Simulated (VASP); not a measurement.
# TiTe2 (P-3m1) in VASP: notebook, part 3 of 3

VASP 6.6.1.

## Step 7: Relaxation of cell and atoms, PBEsol, target pressure 6 GPa, at which the enthalpy is minimised

This run uses another cell than the first one, of 23.44 Å³/atom.

The input, INCAR:

```
SYSTEM = TiTe2
PREC = Accurate
ENCUT = 600
EDIFF = 1E-6
ISMEAR = 0
SIGMA = 0.03
LREAL = .FALSE.
LASPH = .TRUE.
NELM = 60
ALGO = Normal
ISIF = 3
LWAVE = .FALSE.
LCHARG = .FALSE.
GGA = PS
IBRION = 2
NSW = 80
EDIFFG = -0.002
PSTRESS = 60.0
```

The input, KPOINTS:

```
Automatic mesh
0
G
  12 12 8
  0 0 0
```

The input, POSCAR:

```
TiTe2
1.0
    3.6142595309      0.0000000000      0.0000000000
   -1.8071297655      3.1300405696      0.0000000000
    0.0000000000      0.0000000000      6.2173018757
Ti Te
1 2
Direct
    0.0000000000      0.0000000000      0.0000000000
    0.3333333333      0.6666666667      0.2781225529
    0.6666666667      0.3333333333      0.7218774471
```

Potentials or basis: VASP PAW PBE potentials, release 64 (Ti_sv, Te).

Command:

```
$ cat potpaw_PBE.64/Ti_sv/POTCAR potpaw_PBE.64/Te/POTCAR > POTCAR
$ mpirun -np 1 vasp_std > vasp.out
```

OUTCAR:

```text
SYSTEM = TiTe2
   PREC = Accurate
   ENCUT = 600
   EDIFF = 1E-6
   ISMEAR = 0
   LREAL = .FALSE.
   LASPH = .TRUE.
   NELM = 60
   ISIF = 3
   GGA = PS
   IBRION = 2
   NSW = 80
   EDIFFG = -0.002
   PSTRESS = 60.0

 ion  position               nearest neighbor table
   1  0.000  0.000  0.000-   2 2.71   3 2.71   2 2.71   3 2.71   3 2.71   2 2.71
   2  0.333  0.667  0.278-   1 2.71   1 2.71   1 2.71   3 3.46   3 3.46   3 3.46
   3  0.667  0.333  0.722-   1 2.71   1 2.71   1 2.71   2 3.46   2 3.46   2 3.46

  LATTYP: Found a hexagonal cell.
 ALAT       =     3.6142595309
 C/A-ratio  =     1.7202145619

  Lattice vectors:

 A1 = (   3.6142595309,   0.0000000000,   0.0000000000)
 A2 = (  -1.8071297655,   3.1300405696,   0.0000000000)
 A3 = (   0.0000000000,   0.0000000000,   6.2173018757)

Analysis of symmetry for initial positions (statically):
=====================================================================
 Subroutine PRICEL returns:
 Original cell was already a primitive cell.

 Routine SETGRP: Setting up the symmetry group for a
 hexagonal supercell.

 Subroutine GETGRP returns: Found 12 space group operations
 (whereof 12 operations were pure point group operations)
[... 178 lines left out ...]
  external PRESSURE =     -20.5967479 kB  Pullay stress =      60.0000000 kB
[... 100 lines left out ...]
  energy  without entropy=      -17.4298819060  energy(sigma->0) =      -17.43006781

  enthalpy is  TOTEN    =       -14.8502811485 eV   P V=        2.5799725573

[... ionic steps 4 to 8 ...]

--------------------------------------- Ionic step        9  -------------------------------------------

 number of electron      24.0000001 magnetization

------------------------ aborting loop because EDIFF is reached ----------------------------------------
[... 73 lines left out ...]
--------------------------------------- Ionic step       11  -------------------------------------------

 number of electron      24.0000001 magnetization

 Free energy of the ion-electron system (eV)
  ---------------------------------------------------
  ext. energy  EPLUGINS =         0.00000000
  ---------------------------------------------------
  free energy    TOTEN  =       -17.41240275 eV

  energy without entropy =      -17.41193210  energy(sigma->0) =      -17.41216743

 E-fermi :   8.8080     XC(G=0): -10.8031

 val. band max:        8.8056662064   @ k =   0.3333  -0.0000   0.0000
 cond. band min:       8.8233932489   @ k =   0.3333  -0.0000   0.5000
 fundamental gap:      0.0177270425
 Fermi energy:         8.8079723238

 k-point     1 :       0.0000    0.0000    0.0000
  band No.  band energies     occupation
      1     -48.0910      2.00000
      2     -24.4693      2.00000
      3     -24.4693      2.00000
      4     -24.4625      2.00000
      5      -4.6788      2.00000
      6      -2.4916      2.00000
[... 433 lines left out ...]
      3     -24.4739      2.00000
      4     -24.4575      2.00000
      5      -4.2545      2.00000
      6      -2.3962      2.00000
[... 8 lines left out ...]
     15      10.5627      0.00000
     16      11.8903      0.00000

 [... further k-points ...]

------------------------ aborting loop because EDIFF is reached ----------------------------------------

  FORCE on cell =-STRESS in cart. coord.  units (eV):
  Direction    XX          YY          ZZ          XY          YZ          ZX
  --------------------------------------------------------------------------------------
  -------------------------------------------------------------------------------------
  Total        2.5551944      2.5551944      2.5525306     -0.0000000     -0.0000000      0.0000000
  in kB       59.9294428     59.9294428     59.8669658     -0.0000000     -0.0000000      0.0000000
  external PRESSURE =      -0.0913829 kB  Pullay stress =      60.0000000 kB
[... 22 lines left out ...]
  energy  without entropy=      -17.4119321015  energy(sigma->0) =      -17.41216743

  enthalpy is  TOTEN    =       -14.8541999777 eV   P V=        2.5582027719

 reached required accuracy - stopping structural energy minimisation
```

CONTCAR:

```text
TiTe2
   1.00000000000000
     3.5802923221784000   -0.0000000000173064    0.0000000000000000
    -1.7901461611537182    3.1006241039427347    0.0000000000000000
     0.0000000000000000   -0.0000000000000000    6.1535635651120133
  Ti              Te
     1     2
Direct
     0.0000000000000000    0.0000000000000000    0.0000000000000000
     0.3333333332999970    0.6666666667000030    0.2815716352067238
     0.6666666667000030    0.3333333332999970    0.7184283647932761

  0.00000000E+00  0.00000000E+00  0.00000000E+00
  0.00000000E+00  0.00000000E+00  0.00000000E+00
  0.00000000E+00  0.00000000E+00  0.00000000E+00
```

It took 31 min on 1 thread of Intel Xeon 8259CL, shared host; peak memory 0.36 GiB.

Results:

```yaml
Free_energy: -17.4124 eV
Relaxed_volume: 22.77 Å³/atom
Relaxed_cell: a = 3.580 Å, b = 3.580 Å, c = 6.154 Å, α = 90.00°, β = 90.00°, γ = 120.00°
Space_group_after_relaxing_to_0.1_Å: P-3m1 (No. 164)
Energy_change_on_relaxing_the_run_minimises_the_enthalpy: +20.9 meV/atom
Ionic_steps: 11
Pressure_after_relaxing: 6.0 GPa
Band_gap_on_the_k_mesh: zero (bands 12 and 13 overlap by 0.90 eV)
```

Step by step:
```csv
step,energy change (eV),largest force (eV/Å),pressure (GPa),volume (Å³)
1,0.0000,0.0211,3.94,70.33
2,0.1152,0.3931,8.36,67.31
3,0.0449,0.1915,6.00,68.89
4,0.0509,0.1054,5.96,68.67
5,0.0595,0.0085,5.94,68.41
6,0.0640,0.0126,6.08,68.28
7,0.0657,0.0138,6.14,68.23
8,0.0602,0.0200,5.89,68.38
9,0.0629,0.0032,6.01,68.31
10,0.0628,0.0035,6.00,68.31
11,0.0628,0.0011,5.99,68.31
```

Final structure:
```cif
data_structure
_symmetry_space_group_name_H-M 'P 1'
_symmetry_Int_Tables_number 1
_cell_length_a 3.5803
_cell_length_b 3.5803
_cell_length_c 6.1536
_cell_angle_alpha 90.000
_cell_angle_beta 90.000
_cell_angle_gamma 120.000
_cell_volume 68.31
loop_
_atom_site_label
_atom_site_type_symbol
_atom_site_fract_x
_atom_site_fract_y
_atom_site_fract_z
_atom_site_occupancy
Ti1 Ti 0.00000 0.00000 0.00000 1
Te1 Te 0.33333 0.66667 0.28157 1
Te2 Te 0.66667 0.33333 0.71843 1
```

Caveat: the cell is relaxed towards a set pressure, so the run minimises the enthalpy, not the energy; the PAW data sets were made with another functional, which shifts forces and pressure a little; spin-orbit coupling is left out, which moves the levels of the heavy elements.

## Step 8: Overview

| task | cell | cutoff (eV) | gap on the mesh (eV) | pressure (GPa) | largest force (eV/Å) |
| --- | --- | --- | --- | --- | --- |
| single point | a = 3.549, b = 3.549, c = 6.108 Å, angles 90.0, 90.0, 120.0°, 3 atoms, atomic positions A | 520 | none | 8.1 | 0.02 |
| single point | a = 3.580, b = 3.580, c = 6.155 Å, angles 90.0, 90.0, 120.0°, 3 atoms, atomic positions B | 520 | none | 6.1 | 0.02 |
| single point | a = 3.614, b = 3.614, c = 6.217 Å, angles 90.0, 90.0, 120.0°, 3 atoms, atomic positions C | 520 | none | 4.0 | 0.02 |
| single point | a = 3.652, b = 3.652, c = 6.304 Å, angles 90.0, 90.0, 120.0°, 3 atoms, atomic positions D | 520 | none | 2.1 | 0.02 |
| relaxation of cell and atoms | relaxed to 8 GPa from a = 3.580, b = 3.580, c = 6.155 Å, angles 90.0, 90.0, 120.0°, 3 atoms, atomic positions B | 600 | none | 8.0 | - |
| relaxation of cell and atoms | relaxed to 6 GPa from a = 3.614, b = 3.614, c = 6.217 Å, angles 90.0, 90.0, 120.0°, 3 atoms, atomic positions C | 600 | none | 6.0 | - |

Alike in all rows: level PBEsol; potentials or basis VASP PAW PBE potentials, release 64 (Ti_sv, Te); no spin polarisation; k mesh 12 × 12 × 8; smearing gaussian 0.03 eV.

Caveats: the PAW data sets were made with another functional, which shifts forces and pressure a little; spin-orbit coupling is left out, which moves the levels of the heavy elements; the cell stands under pressure (at least some runs); the cell is relaxed towards a set pressure, so the run minimises the enthalpy, not the energy (at least some runs); this functional lacks dispersion, which binds layers or chains, so the pressure and a relaxed spacing across them are unreliable (at least some runs).

Total energies depend on the potentials used, so only differences within one code and one set of settings carry meaning.
